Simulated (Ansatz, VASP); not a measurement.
**PtSe2: VASP beside Ansatz**

POSCAR

```
PtSe2
1.0
    0.0000000000      3.1618967653      3.1618967653
    3.1618967653      0.0000000000      3.1618967653
    3.1618967653      3.1618967653      0.0000000000
Pt Se
1 2
Direct
    0.0000000000      0.0000000000      0.0000000000
    0.2500000000      0.2500000000      0.2500000000
    0.7500000000      0.7500000000      0.7500000000
```

Contents of INCAR.step1:

```
PREC = Accurate
ENCUT = 520
ISMEAR = -1
SIGMA = 0.02
LREAL = F
LASPH = T
NELM = 80
NBANDS = 18
GGA = PE
ALGO = Normal
EDIFF = 1E-4
LWAVE = T
LCHARG = F
```

INCAR.step2

```
PREC = Accurate
ENCUT = 520
EDIFF = 1E-6
ISMEAR = -1
SIGMA = 0.02
LREAL = F
LASPH = T
NELM = 80
ALGO = Normal
ISIF = 2
LWAVE = F
LCHARG = F
METAGGA = R2SCAN
LMIXTAU = T
NBANDS = 18
ISTART = 1
```

File KPOINTS:

```
regular mesh
0
Gamma
  6 6 6
```

Input for Ansatz:

```yaml
crystal:
  lattice:
    - [0.0, 3.1618967653, 3.1618967653]
    - [3.1618967653, 0.0, 3.1618967653]
    - [3.1618967653, 3.1618967653, 0.0]
  atoms:
    - { symbol: Pt, position: [0.0, 0.0, 0.0] }
    - { symbol: Se, position: [0.25, 0.25, 0.25] }
    - { symbol: Se, position: [0.75, 0.75, 0.75] }
kpoints:
  mp_grid: { grid: [6, 6, 6] }
hamiltonian:
  xc: r2scan
scf:
  occupations: { method: fermi_dirac, width: 0.02 }
  n_extra_bands: 4
output:
  forces: true
  stress: true
  eigenvalues: true
```

Alike in both runs: task single point; functional r2SCAN; k mesh 6 × 6 × 6; occupations fermi-dirac, width 0.02 eV; no spin polarisation.

|  | VASP | Ansatz |
| --- | --- | --- |
| version | VASP 6.6.1 | Ansatz 0.2.0 |
| potentials or method | VASP PAW PBE potentials, release 64 (Pt, Se) | plane waves, PAW |
| plane-wave cutoff (eV) | 520 | 500 |
| valence electrons in the cell | 22 | 50 |

```csv
,VASP,Ansatz,Ansatz less VASP
pressure (GPa),-3.2,-3.2,+0.03
```

VASP's potentials were made for PBE, not for r2SCAN. VASP's potentials hold 22 valence electrons a cell and Ansatz's 50, so a difference there can come from the potentials and not from the codes.

Spin-orbit coupling is off throughout.
